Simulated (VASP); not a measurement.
# Li (P-1) in VASP: single point with PBEsol

Aim: the single point of Li with PBEsol.

Program: VASP 6.6.1. These are calculated values, not measurements. Logs are shortened: lines on timing, memory, paths and dates and some standing lists are left out, and cuts for length are marked.

## (1) The cell of the first run

The typed cell holds 2 atoms: a = 3.112 Å, b = 3.152 Å, c = 5.094 Å, α = 90.62°, β = 91.71°, γ = 121.27°.

## (2) Single point, PBEsol (equal xy, yz and zx shear strains of -3 %)

Input file INCAR:

```
PREC = Accurate
ENCUT = 520
EDIFF = 1E-6
ISMEAR = -1
SIGMA = 0.08
LREAL = F
LASPH = T
NELM = 80
ALGO = Normal
ISIF = 2
LWAVE = F
LCHARG = T
GGA = PS
LELF = T
LVHAR = T
NBANDS = 10
```

Input file KPOINTS:

```
regular mesh
0
Gamma
  15 15 8
```

Input file POSCAR:

```
Li
1.0
    3.1110021516     -0.0466650323     -0.0466650323
   -1.5959141792      2.7175394106     -0.0170805873
   -0.0763950000     -0.0763950000      5.0930000000
Li
2
Direct
    0.3333333333      0.6666666667      0.2500000000
    0.6666666667      0.3333333333      0.7500000000
```

Potentials or basis: VASP PAW PBE potentials, release 64 (Li_sv).

Run with:

```
cat potpaw_PBE.64/Li_sv/POTCAR > POTCAR
mpirun -np 1 vasp_std > vasp.out
```

OUTCAR:

```text
PREC = Accurate
   ENCUT = 520
   EDIFF = 1E-6
   ISMEAR = -1
   LREAL = F
   LASPH = T
   NELM = 80
   ISIF = 2
   GGA = PS

 ion  position               nearest neighbor table
   1  0.333  0.667  0.250-
   2  0.667  0.333  0.750-

  LATTYP: Found a triclinic cell.
 ALAT       =     3.0713392865
 B/A-ratio  =     1.0131417463
 C/A-ratio  =     1.6586073113
 COS(alpha) =     0.0297616073
 COS(beta)  =     0.0411893908
 COS(gamma) =     0.4804578458

  Lattice vectors:

 A1 = (   1.5150879724,   2.6708743783,  -0.0637456196)
 A2 = (   3.1110021516,  -0.0466650323,  -0.0466650323)
 A3 = (   0.0763950000,   0.0763950000,  -5.0930000000)

Analysis of symmetry for initial positions (statically):
=====================================================================
 Subroutine PRICEL returns:
 Original cell was already a primitive cell.

 Routine SETGRP: Setting up the symmetry group for a
 triclinic supercell.

 Subroutine GETGRP returns: Found  2 space group operations
 (whereof  2 operations were pure point group operations)
 out of a pool of  2 trial point group operations.

The static configuration has the point symmetry S_2 .

Analysis of symmetry for dynamics (positions and initial velocities):
=====================================================================
 Subroutine PRICEL returns:
 Original cell was already a primitive cell.

 Routine SETGRP: Setting up the symmetry group for a
 triclinic supercell.

 Subroutine GETGRP returns: Found  2 space group operations
 (whereof  2 operations were pure point group operations)
 out of a pool of  2 trial point group operations.

The dynamic configuration has the point symmetry S_2 .

 Subroutine INISYM returns: Found  2 space group operations
 (whereof  2 operations are pure point group operations),
 and found     1 'primitive' translations

----------------------------------------------------------------------------------------

                                     Primitive cell

  volume of cell :      42.6588

  direct lattice vectors                    reciprocal lattice vectors
     3.111002152 -0.046665032 -0.046665032     0.324414181  0.190565455  0.007724695
    -1.595914179  2.717539411 -0.017080587     0.005654869  0.371336390  0.005654869
    -0.076395000 -0.076395000  5.093000000     0.002991437  0.002991437  0.196437672

  length of vectors
     3.111702048  3.151547915  5.094145796     0.376323564  0.371422495  0.196483221

  position of ions in fractional coordinates (direct lattice)
     0.333333333  0.666666667  0.250000000
     0.666666667  0.333333333  0.750000000

  ion indices of the primitive-cell ions
   primitive index   ion index
                 1           1
                 2           2

----------------------------------------------------------------------------------------

 KPOINTS: regular mesh

Automatic generation of k-mesh.
 Grid dimensions read from file:
 generate k-points for:   15   15    8

 Generating k-lattice:

  Cartesian coordinates                     Fractional coordinates (reciprocal lattice)
     0.021627612  0.012704364  0.000514980     0.066666667  0.000000000 -0.000000000
     0.000376991  0.024755759  0.000376991     0.000000000  0.066666667 -0.000000000
     0.000373930  0.000373930  0.024554709    -0.000000000  0.000000000  0.125000000

  Length of vectors
     0.025088238  0.024761500  0.024560403

  Shift w.r.t. Gamma in fractional coordinates (k-lattice)
     0.000000000  0.000000000  0.000000000

 Subroutine IBZKPT returns following result:
 ===========================================

 Found    901 irreducible k-points:

 Following reciprocal coordinates:
            Coordinates               Weight
  0.000000  0.000000  0.000000      1.000000
  0.066667 -0.000000  0.000000      2.000000
  0.133333 -0.000000  0.000000      2.000000
  0.200000 -0.000000  0.000000      2.000000
  0.266667 -0.000000  0.000000      2.000000
  0.333333 -0.000000  0.000000      2.000000
[... 16 lines left out ...]
 -0.066667  0.066667  0.000000      2.000000
  0.000000  0.133333  0.000000      2.000000
 [... further k-points ...]
   k-points           NKPTS =    901   k-points in BZ     NKDIM =    901   number of bands    NBANDS=     10
   number of dos      NEDOS =    301   number of ions     NIONS =      2
   total plane-waves  NPLWV =  23040
   dimension x,y,z NGX =    24 NGY =   24 NGZ =   40
   dimension x,y,z NGXF=    48 NGYF=   48 NGZF=   80
   ions per type =               2
   NGX,Y,Z   is equivalent  to a cutoff of  12.82, 12.66, 13.05 a.u.
   NGXF,Y,Z  is equivalent  to a cutoff of  25.64, 25.32, 26.11 a.u.
 SYSTEM =  unknown system
   PREC   = accura    normal or accurate (medium, high low for compatibility)
   ISTART =      0    job   : 0-new  1-cont  2-samecut
   ICHARG =      2    charge: 1-file 2-atom 10-const
   ISPIN  =      1    spin polarized calculation?
   LNONCOLLINEAR =      F non collinear calculations
   LSORBIT =      F    spin-orbit coupling
   LASPH  =      T    aspherical Exc in radial PAW
   ENCUT  =  520.0 eV  38.22 Ry    6.18 a.u.   5.79  5.86  9.47*2*pi/ulx,y,z
   NELM   =     80;   NELMIN=  2; NELMDL= -5     # of ELM steps
   EDIFF  = 0.1E-05   stopping-criterion for ELM
   LREAL  =      F    real-space projection
   EDIFFG = 0.1E-04   stopping-criterion for IOM
   NSW    =      0    number of steps for IOM
   IBRION =     -1    ionic relax: 0-MD 1-quasi-New 2-CG
   NFREE  =      0    steps in history (QN), initial steepest desc. (CG)
   ISIF   =      2    stress and relaxation
   ISYM   =      2    0-nonsym 1-usesym 2-fastsym
   POTIM  = 0.5000    time-step for ionic-motion
   TEBEG  =    0.0;   TEEND  =   0.0 temperature during run
   PSTRESS=    0.0 pullay stress
   NELECT =       6.0000    total number of electrons
   NUPDOWN=      -1.0000    fix difference up-down
   EMIN   =  10.00;   EMAX   =-10.00  energy-range for DOS
   EFERMI =   0.00;   METHOD = LEGACY
   ISMEAR =    -1;   SIGMA  =   0.08  broadening in eV -4-tet -1-fermi 0-gaus
   EFERMI_NEDOS =   21; number of points for ismear=-14 and -15
   IALGO  =     38    algorithm
   IMIX   =      4    mixing-type and parameters
     AMIX     =   0.40;   BMIX     =  1.00
     AMIX_MAG =   1.60;   BMIX_MAG =  1.00
  volume/ion in A,a.u.               =      21.33       143.94
  Fermi-wavevector in a.u.,A,eV,Ry     =   0.851378  1.608871  9.862104  0.724844
  Thomas-Fermi vector in A             =   1.967501
   LORBIT       =      0    0 simple, 1 ext, 2 COOP (PROOUT), +10 PAW based schemes
   GGA     = PS    functional components
   LHFCALC =     F    Hartree Fock is set to
   AEXX    =    0.0000 exact exchange contribution
   IVDW    =     0    specifies the selected vdW correction
   LEPSILON=     F    determine dielectric tensor
   LRPA    =     F    only Hartree local field effects (RPA)
 non-spin polarized calculation
  energy-cutoff  :      520.00
  volume of cell :       42.66
 maximum number of plane-waves:      1164
   NGX = 11   NGY = 11   NGZ = 19

 number of electron       6.0000000 magnetization

 Free energy of the ion-electron system (eV)
  ---------------------------------------------------
  ext. energy  EPLUGINS =         0.00000000
  ---------------------------------------------------
  free energy    TOTEN  =        -3.93794792 eV

  energy without entropy =       -3.91622972  energy(sigma->0) =       -3.92708882

 E-fermi :   0.4876     XC(G=0):  -6.8945

 val. band max:        0.4872820889   @ k =   0.4000  -0.2000   0.3750
 cond. band min:       0.4879076702   @ k =  -0.2667   0.0667   0.2500
 fundamental gap:      0.0006255813
 Fermi energy:         0.4876181446

 k-point     1 :       0.0000    0.0000    0.0000
  band No.  band energies     occupation
      1     -45.5124      2.00000
      2     -45.4969      2.00000
      3      -2.9995      2.00000
      4       0.4823      1.03300
      5       3.2463      0.00000
      6      12.3255      0.00000
      7      12.7666      0.00000
      8      13.6538      0.00000
      9      14.1151      0.00000
     10      14.4419      0.00000

 k-point     2 :       0.0667   -0.0000    0.0000
  band No.  band energies     occupation
      1     -45.5118      2.00000
      2     -45.4966      2.00000
      3      -2.9282      2.00000
      4       0.5743      0.50580
      5       3.2778      0.00000
      6      11.7904      0.00000
      7      12.0998      0.00000
      8      13.8688      0.00000
      9      14.0474      0.00000
     10      14.3802      0.00000

 k-point     3 :       0.1333   -0.0000    0.0000
  band No.  band energies     occupation
      1     -45.5099      2.00000
      2     -45.4957      2.00000
      3      -2.7141      2.00000
      4       0.8497      0.02143
      5       3.3679      0.00000
      6      10.5868      0.00000
      7      10.9092      0.00000
      8      13.6198      0.00000
      9      14.0308      0.00000
     10      14.1488      0.00000

 k-point     4 :       0.2000   -0.0000    0.0000
  band No.  band energies     occupation
      1     -45.5072      2.00000
      2     -45.4944      2.00000
      3      -2.3570      2.00000
      4       1.3070      0.00007
      5       3.4955      0.00000
      6       8.9136      0.00000
      7      10.0860      0.00000
      8      12.6409      0.00000
      9      13.5415      0.00000
     10      13.7415      0.00000

 k-point     5 :       0.2667   -0.0000    0.0000
  band No.  band energies     occupation
      1     -45.5040      2.00000
      2     -45.4931      2.00000
      3      -1.8576      2.00000
      4       1.9423      0.00000
      5       3.5831      0.00000
      6       7.4367      0.00000
      7       9.3995      0.00000
      8      11.0383      0.00000
      9      12.0642      0.00000
     10      13.2832      0.00000

 k-point     6 :       0.3333   -0.0000    0.0000
  band No.  band energies     occupation
      1     -45.5006      2.00000
      2     -45.4920      2.00000
      3      -1.2196      2.00000
      4       2.7345      0.00000
      5       3.4143      0.00000
      6       6.4806      0.00000
      7       8.8742      0.00000
      8       9.4281      0.00000
      9      10.5316      0.00000
     10      12.8545      0.00000
[... 183 lines left out ...]
 k-point    21 :      -0.2000    0.0667   -0.0000
  band No.  band energies     occupation
      1     -45.5084      2.00000
      2     -45.4950      2.00000
      3      -2.5072      2.00000
      4       1.1165      0.00077
      5       3.4439      0.00000
      6       9.5658      0.00000
      7      10.0266      0.00000
      8      13.2714      0.00000
      9      13.6759      0.00000
     10      13.9965      0.00000

 k-point    22 :      -0.1333    0.0667    0.0000
  band No.  band energies     occupation
      1     -45.5106      2.00000
      2     -45.4961      2.00000
      3      -2.7910      2.00000
      4       0.7519      0.07090
      5       3.3325      0.00000
      6      10.6397      0.00000
      7      11.3740      0.00000
      8      13.8347      0.00000
      9      14.0944      0.00000
     10      14.3440      0.00000

 k-point    23 :      -0.0667    0.0667    0.0000
  band No.  band energies     occupation
      1     -45.5118      2.00000
      2     -45.4967      2.00000
      3      -2.9319      2.00000
      4       0.5702      0.52520
      5       3.2736      0.00000
      6      11.4820      0.00000
      7      12.2560      0.00000
      8      13.8266      0.00000
      9      14.2822      0.00000
     10      14.4514      0.00000

 k-point    24 :       0.0000    0.1333    0.0000
  band No.  band energies     occupation
      1     -45.5101      2.00000
      2     -45.4958      2.00000
      3      -2.7216      2.00000
      4       0.8417      0.02365
      5       3.3591      0.00000
      6      10.2541      0.00000
      7      11.1475      0.00000
      8      13.6687      0.00000
      9      14.0316      0.00000
     10      14.3096      0.00000

 [... further k-points ...]
[... 5 lines left out ...]
  --------------------------------------------------------------------------------------
  -------------------------------------------------------------------------------------
  Total       -0.2005151     -0.1946793     -0.1914698      0.0492855      0.0433302      0.0453578
  in kB       -7.5309371     -7.3117565     -7.1912113      1.8510638      1.6273937      1.7035459
  external PRESSURE =      -7.3446350 kB  Pullay stress =       0.0000000 kB

 VOLUME and BASIS-vectors are now :
 -----------------------------------------------------------------------------
  energy-cutoff  :      520.00
  volume of cell :       42.66
      direct lattice vectors                 reciprocal lattice vectors
     3.111002152 -0.046665032 -0.046665032     0.324414181  0.190565455  0.007724695
    -1.595914179  2.717539411 -0.017080587     0.005654869  0.371336390  0.005654869
    -0.076395000 -0.076395000  5.093000000     0.002991437  0.002991437  0.196437672

 POSITION                                       TOTAL-FORCE (eV/Angst)
 -----------------------------------------------------------------------------------
     -0.04604      1.77704      1.24631         0.013463     -0.000274      0.001666
      1.48473      0.81744      3.78295        -0.013463      0.000274     -0.001666
 -----------------------------------------------------------------------------------
    total drift:                               -0.000000      0.000000     -0.000000

  FREE ENERGIE OF THE ION-ELECTRON SYSTEM (eV)
  ---------------------------------------------------
  free  energy   TOTEN  =        -3.9379479195 eV

  energy  without entropy=       -3.9162297166  energy(sigma->0) =       -3.92708882
```

It took 4.6 min on 1 thread of Intel Xeon 8259CL, shared host; peak memory 0.38 GiB.

What came out:

* Free energy: -3.9379 eV
* Largest force: 0.014 eV/Å
* Band gap on the k mesh: zero (band 3 reaches 2.53 eV, above the bottom of band 4 at -1.91 eV)

Forces in eV/Å, atoms in the order of the input:
```
Li   0.013  0.000  0.002
Li  -0.013  0.000 -0.002
```

Caveat: the cell differs from its parent crystal (equal xy, yz and zx shear strains of -3 %); the cutoff is under 1.25 times the usual one of these potentials, so pressure, stress and relaxed cells hold a basis-set (Pulay) error; the PAW data sets were made with another functional, which shifts forces and pressure a little.
